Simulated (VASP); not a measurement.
# Cu5Mo (P6/mmm) in VASP: notebook

The runs below take Cu5Mo through relaxation of cell and atoms, single point, with PBE.

All numbers are computed with VASP 6.6.1; they aren't measurements. Logs are shortened: lines on timing, memory, paths and dates and some standing lists are left out, and cuts for length are marked.

## 1. The cell of the first run

It takes space group P6/mmm (No. 191, hexagonal). The conventional cell has a = 4.274 Å, b = 4.274 Å, c = 6.234 Å, α = 90.00°, β = 90.00°, γ = 120.00°. Cu (site symmetry 3m) has 7 Cu at 2.47 to 3.05 Å and 3 Mo at 2.80 Å within 3.3 Å. Within 4.0 Å of Cu (site symmetry 6/mmm) lie 12 Cu at 3.05 Å and 2 Mo at 3.12 Å. Mo (site symmetry 6/mmm) has 14 Cu at 2.80 to 3.12 Å within 3.7 Å.

The cell was built from a structure type or drawn by symmetry, and may not be a known phase.

## 2. Relaxation of cell and atoms, PBE

INCAR reads:

```
SYSTEM = Cu5Mo
PREC     = Accurate       ! precision mode
ENCUT    = 600            ! plane-wave cutoff, eV
EDIFF    = 1E-7           ! SCF threshold, eV
ISMEAR   = 0              ! smearing method
SIGMA    = 0.1            ! smearing width, eV
LREAL    = .False.        ! projectors in reciprocal space
LASPH    = .True.         ! aspherical terms in the spheres
NELM     = 80             ! most SCF steps
ALGO     = Fast           ! electronic algorithm
ISIF     = 3              ! what is computed and relaxed
LWAVE    = .False.        ! write WAVECAR
LCHARG   = .False.        ! write CHGCAR
GGA      = PE             ! functional
IBRION   = 2              ! ionic algorithm
NSW      = 90             ! ionic steps
EDIFFG   = -0.04          ! ionic threshold
```

KPOINTS reads:

```
regular mesh
0
Gamma
  6 6 4
  0 0 0
```

POSCAR reads:

```
Cu5Mo
1.0
    4.2741408300      0.0000000000      0.0000000000
   -2.1370704100      3.7015145400      0.0000000000
    0.0000000000      0.0000000000      6.2339346900
Cu Mo
5 1
Direct
    0.3333333300      0.6666666700      0.2883244300
    0.3333333300      0.6666666700      0.7116755700
    0.6666666700      0.3333333300      0.7116755700
    0.6666666700      0.3333333300      0.2883244300
    0.0000000000      0.0000000000      0.0000000000
    0.0000000000      0.0000000000      0.5000000000
```

Potentials or basis: VASP PAW PBE potentials, release 64 (Cu, Mo_sv).

Command:

```console
$ cat potpaw_PBE.64/Cu/POTCAR potpaw_PBE.64/Mo_sv/POTCAR > POTCAR
$ mpirun -np 1 vasp_std > vasp.out
```

OUTCAR:

```text
SYSTEM = Cu5Mo
   PREC = Accurate
   ENCUT = 600
   EDIFF = 1E-7
   ISMEAR = 0
   LREAL = .False.
   LASPH = .True.
   NELM = 80
   ISIF = 3
   GGA = PE
   IBRION = 2
   NSW = 90
   EDIFFG = -0.04

 ion  position               nearest neighbor table
   1  0.333  0.667  0.288-   4 2.47   4 2.47   4 2.47   2 2.64   6 2.80   6 2.80   6 2.80
   2  0.333  0.667  0.712-   3 2.47   3 2.47   3 2.47   1 2.64   6 2.80   6 2.80   6 2.80
   3  0.667  0.333  0.712-   2 2.47   2 2.47   2 2.47   4 2.64   6 2.80   6 2.80   6 2.80
   4  0.667  0.333  0.288-   1 2.47   1 2.47   1 2.47   3 2.64   6 2.80   6 2.80   6 2.80
   5  0.000  0.000  0.000-   6 3.12   6 3.12
   6  0.000  0.000  0.500-   1 2.80   2 2.80   3 2.80   4 2.80   1 2.80   2 2.80   3 2.80   4 2.80
                             3 2.80   4 2.80   1 2.80   2 2.80   5 3.12   5 3.12

  LATTYP: Found a hexagonal cell.
 ALAT       =     4.2741408300
 C/A-ratio  =     1.4585234642

  Lattice vectors:

 A1 = (   4.2741408300,   0.0000000000,   0.0000000000)
 A2 = (  -2.1370704100,   3.7015145400,   0.0000000000)
 A3 = (   0.0000000000,   0.0000000000,   6.2339346900)

Analysis of symmetry for initial positions (statically):
=====================================================================
 Subroutine PRICEL returns:
 Original cell was already a primitive cell.

 Routine SETGRP: Setting up the symmetry group for a
 hexagonal supercell.

 Subroutine GETGRP returns: Found 24 space group operations
 (whereof 24 operations were pure point group operations)
 out of a pool of 24 trial point group operations.

The static configuration has the point symmetry D_6h.

Analysis of symmetry for dynamics (positions and initial velocities):
=====================================================================
 Subroutine PRICEL returns:
 Original cell was already a primitive cell.

 Routine SETGRP: Setting up the symmetry group for a
 hexagonal supercell.

 Subroutine GETGRP returns: Found 24 space group operations
 (whereof 24 operations were pure point group operations)
 out of a pool of 24 trial point group operations.

The dynamic configuration has the point symmetry D_6h.

 Subroutine INISYM returns: Found 24 space group operations
 (whereof 24 operations are pure point group operations),
 and found     1 'primitive' translations

----------------------------------------------------------------------------------------

                                     Primitive cell

  volume of cell :      98.6258

  direct lattice vectors                    reciprocal lattice vectors
     4.274140830  0.000000000  0.000000000     0.233965150  0.135079842  0.000000000
    -2.137070410  3.701514540  0.000000000     0.000000000  0.270159684  0.000000000
     0.000000000  0.000000000  6.233934690     0.000000000  0.000000000  0.160412332

  length of vectors
     4.274140830  4.274140829  6.233934690     0.270159684  0.270159684  0.160412332

  position of ions in fractional coordinates (direct lattice)
     0.333333330  0.666666670  0.288324430
     0.333333330  0.666666670  0.711675570
     0.666666670  0.333333330  0.711675570
     0.666666670  0.333333330  0.288324430
     0.000000000  0.000000000  0.000000000
     0.000000000  0.000000000  0.500000000

  ion indices of the primitive-cell ions
   primitive index   ion index
                 1           1
                 2           2
                 3           3
                 4           4
                 5           5
                 6           6

----------------------------------------------------------------------------------------

 KPOINTS: regular mesh

Automatic generation of k-mesh.
 Grid dimensions read from file:
 generate k-points for:    6    6    4

 Generating k-lattice:

  Cartesian coordinates                     Fractional coordinates (reciprocal lattice)
     0.038994192  0.022513307  0.000000000     0.166666667 -0.000000000  0.000000000
     0.000000000  0.045026614  0.000000000     0.000000000  0.166666667  0.000000000
     0.000000000  0.000000000  0.040103083     0.000000000  0.000000000  0.250000000

  Length of vectors
     0.045026614  0.045026614  0.040103083

  Shift w.r.t. Gamma in fractional coordinates (k-lattice)
     0.000000000  0.000000000  0.000000000

 Subroutine IBZKPT returns following result:
 ===========================================

 Found     21 irreducible k-points:

 Following reciprocal coordinates:
            Coordinates               Weight
  0.000000  0.000000  0.000000      1.000000
  0.166667  0.000000  0.000000      6.000000
  0.333333  0.000000  0.000000      6.000000
  0.500000 -0.000000  0.000000      3.000000
  0.166667  0.166667  0.000000      6.000000
  0.333333  0.166667  0.000000     12.000000
[... 13 lines left out ...]
  0.333333  0.166667  0.500000     12.000000
  0.333333  0.333333  0.500000      2.000000
   k-points           NKPTS =     21   k-points in BZ     NKDIM =     21   number of bands    NBANDS=     41
   number of dos      NEDOS =    301   number of ions     NIONS =      6
   total plane-waves  NPLWV =  64800
   dimension x,y,z NGX =    36 NGY =   36 NGZ =   50
   dimension x,y,z NGXF=    72 NGYF=   72 NGZF=  100
   ions per type =               5   1
   NGX,Y,Z   is equivalent  to a cutoff of  14.00, 14.00, 13.33 a.u.
   NGXF,Y,Z  is equivalent  to a cutoff of  28.00, 28.00, 26.67 a.u.
 SYSTEM =  Cu5Mo
   PREC   = accura    normal or accurate (medium, high low for compatibility)
   ISTART =      0    job   : 0-new  1-cont  2-samecut
   ICHARG =      2    charge: 1-file 2-atom 10-const
   ISPIN  =      1    spin polarized calculation?
   LNONCOLLINEAR =      F non collinear calculations
   LSORBIT =      F    spin-orbit coupling
   LASPH  =      T    aspherical Exc in radial PAW
   ENCUT  =  600.0 eV  44.10 Ry    6.64 a.u.   8.54  8.54 12.45*2*pi/ulx,y,z
   NELM   =     80;   NELMIN=  2; NELMDL= -5     # of ELM steps
   EDIFF  = 0.1E-06   stopping-criterion for ELM
   LREAL  =      F    real-space projection
   EDIFFG = -.4E-01   stopping-criterion for IOM
   NSW    =     90    number of steps for IOM
   IBRION =      2    ionic relax: 0-MD 1-quasi-New 2-CG
   NFREE  =      1    steps in history (QN), initial steepest desc. (CG)
   ISIF   =      3    stress and relaxation
   ISYM   =      2    0-nonsym 1-usesym 2-fastsym
   POTIM  = 0.5000    time-step for ionic-motion
   TEBEG  =    0.0;   TEEND  =   0.0 temperature during run
   PSTRESS=    0.0 pullay stress
   NELECT =      69.0000    total number of electrons
   NUPDOWN=      -1.0000    fix difference up-down
   EMIN   =  10.00;   EMAX   =-10.00  energy-range for DOS
   EFERMI =   0.00;   METHOD = LEGACY
   ISMEAR =     0;   SIGMA  =   0.10  broadening in eV -4-tet -1-fermi 0-gaus
   EFERMI_NEDOS =   21; number of points for ismear=-14 and -15
   IALGO  =     68    algorithm
   IMIX   =      4    mixing-type and parameters
     AMIX     =   0.40;   BMIX     =  1.00
     AMIX_MAG =   1.60;   BMIX_MAG =  1.00
  volume/ion in A,a.u.               =      16.44       110.93
  Fermi-wavevector in a.u.,A,eV,Ry     =   1.453319  2.746375 28.737365  2.112137
  Thomas-Fermi vector in A             =   2.570599
   LORBIT       =      0    0 simple, 1 ext, 2 COOP (PROOUT), +10 PAW based schemes
   GGA     = PE    functional components
   LHFCALC =     F    Hartree Fock is set to
   AEXX    =    0.0000 exact exchange contribution
   IVDW    =     0    specifies the selected vdW correction
   LEPSILON=     F    determine dielectric tensor
   LRPA    =     F    only Hartree local field effects (RPA)
 conjugate gradient relaxation of ions
 non-spin polarized calculation
 RMM-DIIS sequential band-by-band and
 Gauss-broadening in eV      SIGMA  =   0.10
  energy-cutoff  :      600.00
  volume of cell :       98.63
 maximum number of plane-waves:      3324
 NGX is ok and might be reduce to    36
   NGX = 17   NGY = 17   NGZ = 25

--------------------------------------- Ionic step        1  -------------------------------------------

 number of electron      69.0000036 magnetization

 Free energy of the ion-electron system (eV)
  ---------------------------------------------------
  ext. energy  EPLUGINS =         0.00000000
  ---------------------------------------------------
  free energy    TOTEN  =       -26.04567580 eV

  energy without entropy =      -26.00646503  energy(sigma->0) =      -26.02607042

------------------------ aborting loop because EDIFF is reached ----------------------------------------

  FORCE on cell =-STRESS in cart. coord.  units (eV):
  Direction    XX          YY          ZZ          XY          YZ          ZX
  --------------------------------------------------------------------------------------
  -------------------------------------------------------------------------------------
  Total       -7.3906116     -7.3906116    -11.2122299     -0.0000000      0.0000000      0.0000000
  in kB     -120.0605764   -120.0605766   -182.1428129     -0.0000002      0.0000000      0.0000000
  external PRESSURE =    -140.7546553 kB  Pullay stress =       0.0000000 kB
[... 101 lines left out ...]
  FREE ENERGIE OF THE ION-ELECTRON SYSTEM (eV)
  ---------------------------------------------------
  free  energy   TOTEN  =       -26.8913665617 eV

  energy  without entropy=      -26.8562644237  energy(sigma->0) =      -26.87381549

[... ionic steps 4 to 10 ...]

--------------------------------------- Ionic step       11  -------------------------------------------

 number of electron      68.9999973 magnetization

------------------------ aborting loop because EDIFF is reached ----------------------------------------

  FORCE on cell =-STRESS in cart. coord.  units (eV):
  Direction    XX          YY          ZZ          XY          YZ          ZX
  --------------------------------------------------------------------------------------
  -------------------------------------------------------------------------------------
  Total        0.4005611      0.4005611      0.6520377      0.0000000      0.0000000      0.0000000
  in kB        8.3636540      8.3636540     13.6144483      0.0000000      0.0000000      0.0000000
  external PRESSURE =      10.1139187 kB  Pullay stress =       0.0000000 kB
[... 65 lines left out ...]
  energy  without entropy=      -27.7988591505  energy(sigma->0) =      -27.81513539

--------------------------------------- Ionic step       13  -------------------------------------------

 number of electron      68.9999960 magnetization

 Free energy of the ion-electron system (eV)
  ---------------------------------------------------
  ext. energy  EPLUGINS =         0.00000000
  ---------------------------------------------------
  free energy    TOTEN  =       -27.83355281 eV

  energy without entropy =      -27.80137051  energy(sigma->0) =      -27.81746166

 E-fermi :   8.1442     XC(G=0): -12.6605

 val. band max:        8.1392890740   @ k =   0.3333   0.1667   0.2500
 cond. band min:       8.1535991391   @ k =   0.5000  -0.0000   0.2500
 fundamental gap:      0.0143100650
 Fermi energy:         8.1441880052

 k-point     1 :       0.0000    0.0000    0.0000
  band No.  band energies     occupation
      1     -52.8436      2.00000
      2     -26.9407      2.00000
      3     -26.9407      2.00000
      4     -26.8798      2.00000
      5      -0.5869      2.00000
      6       3.5093      2.00000
[... 946 lines left out ...]
  FREE ENERGIE OF THE ION-ELECTRON SYSTEM (eV)
  ---------------------------------------------------
  free  energy   TOTEN  =       -27.8335528078 eV

  energy  without entropy=      -27.8013705131  energy(sigma->0) =      -27.81746166

 reached required accuracy - stopping structural energy minimisation
```

Run time: 13 min. Hardware: 1 thread of Intel Xeon 6975P-C (Granite Rapids), shared host; peak memory 0.31 GiB.

Results:

| Item | Value |
| --- | --- |
| Free energy | -27.8336 eV |
| Relaxed volume | 12.90 Å³/atom |
| Relaxed cell | a = 4.166 Å, b = 4.166 Å, c = 5.150 Å, α = 90.00°, β = 90.00°, γ = 120.00° |
| Space group after relaxing (to 0.1 Å) | P6/mmm (No. 191) |
| Energy gained by relaxing | 298.0 meV/atom |
| Ionic steps | 13 |
| Pressure after relaxing | -0.5 GPa |
| Largest force after relaxing | 0.009 eV/Å |
| Band gap on the k mesh | zero (an odd number of electrons rules out a gap without spin polarisation) |

Forces on the atoms (eV/Å):
```
Cu   0.000  0.000 -0.009
Cu   0.000  0.000  0.009
Cu   0.000  0.000  0.009
Cu   0.000  0.000 -0.009
Cu   0.000  0.000  0.000
Mo   0.000  0.000  0.000
```

Step by step:
```tsv
step	energy change (eV)	largest force (eV/Å)	pressure (GPa)	volume (Å³)
1	0.0000	0.0216	-14.08	98.63
2	-0.7725	1.4107	8.33	79.39
3	-0.8457	1.0291	1.28	83.08
4	-1.2435	1.1161	2.08	80.22
5	-1.3701	1.0888	12.01	73.16
6	-1.4794	1.2969	5.71	76.45
7	-1.4931	1.2863	7.09	75.50
8	-1.7100	0.3314	-0.81	78.00
9	-1.7108	0.2740	-1.25	78.17
10	-1.7625	0.1656	-0.41	77.53
11	-1.7857	0.0615	1.01	76.73
12	-1.7857	0.0557	1.10	76.68
13	-1.7879	0.0090	-0.46	77.42
```

Final structure:
```cif
data_structure
_symmetry_space_group_name_H-M 'P 1'
_symmetry_Int_Tables_number 1
_cell_length_a 4.1664
_cell_length_b 4.1664
_cell_length_c 5.1499
_cell_angle_alpha 90.000
_cell_angle_beta 90.000
_cell_angle_gamma 120.000
_cell_volume 77.42
loop_
_atom_site_label
_atom_site_type_symbol
_atom_site_fract_x
_atom_site_fract_y
_atom_site_fract_z
_atom_site_occupancy
Cu1 Cu 0.33333 0.66667 0.24656 1
Cu2 Cu 0.33333 0.66667 0.75344 1
Cu3 Cu 0.66667 0.33333 0.75344 1
Cu4 Cu 0.66667 0.33333 0.24656 1
Cu5 Cu 0.00000 0.00000 0.00000 1
Mo1 Mo 0.00000 0.00000 0.50000 1
```

Caveat: the volume moved by over 15 % at a fixed basis, so the end points are rough.

## 3. Single point, PBE

This run uses another cell than the first one, of 12.80 Å³/atom.

INCAR reads:

```
PREC = Accurate
ENCUT = 520
EDIFF = 1E-7
ISMEAR = 0
SIGMA = 0.1
LREAL = False
LASPH = True
NELM = 100
ALGO = Fast
ISIF = 2
LWAVE = False
LCHARG = True
GGA = PE
LELF = True
LVHAR = True
NBANDS = 44
```

KPOINTS reads:

```
regular mesh
0
Gamma
  12 12 8
```

POSCAR reads:

```
Cu5Mo
1.0
    4.1700385479      0.0000000000      0.0000000000
   -2.0850192740      3.6113593173      0.0000000000
    0.0000000000      0.0000000000      5.1017236434
Cu Mo
5 1
Direct
    0.3333333333      0.6666666667      0.2462678685
    0.3333333333      0.6666666667      0.7537321315
    0.6666666667      0.3333333333      0.7537321315
    0.6666666667      0.3333333333      0.2462678685
    0.0000000000      0.0000000000      0.0000000000
    0.0000000000      0.0000000000      0.5000000000
```

Potentials or basis: VASP PAW PBE potentials, release 64 (Cu, Mo_sv).

Command:

```console
$ cat potpaw_PBE.64/Cu/POTCAR potpaw_PBE.64/Mo_sv/POTCAR > POTCAR
$ mpirun -np 1 vasp_std > vasp.out
```

Wall time 3.3 min (1 thread of Intel Xeon 6975P-C (Granite Rapids), shared host); peak memory 0.38 GiB.

The run converged. Its results:

```yaml
Free_energy: -27.8632 eV
Pressure: 0.5 GPa
Band_gap_on_the_k_mesh: zero (an odd number of electrons rules out a gap without spin polarisation)
```

Forces on the atoms (eV/Å):
```
Cu   0.000  0.000 -0.002
Cu   0.000  0.000  0.002
Cu   0.000  0.000  0.002
Cu   0.000  0.000 -0.002
Cu   0.000  0.000  0.000
Mo   0.000  0.000  0.000
```

Stress tensor (GPa, compression positive):
```
0.51 0.00 0.00
0.00 0.51 0.00
0.00 0.00 0.61
```

Levels at points of the mesh, in eV from the Fermi level:
```csv
k point,band 30,band 31,band 32,band 33,band 34,band 35,band 36,band 37,band 38,band 39
"(0.00, 0.00, 0.00)",-1.86,-1.55,-0.41,-0.41,0.14,0.86,0.86,2.47,4.91,4.91
"(0.50, 0.00, 0.00)",-1.80,-1.72,-0.55,-0.34,-0.22,-0.05,0.67,0.71,0.84,0.85
"(0.00, 0.00, 0.50)",-1.92,-1.92,-0.67,-0.27,-0.27,0.54,0.54,5.27,5.27,5.77
"(0.50, 0.00, 0.50)",-1.97,-1.76,-1.70,-1.65,-1.17,-0.40,0.70,1.02,1.31,2.90
```
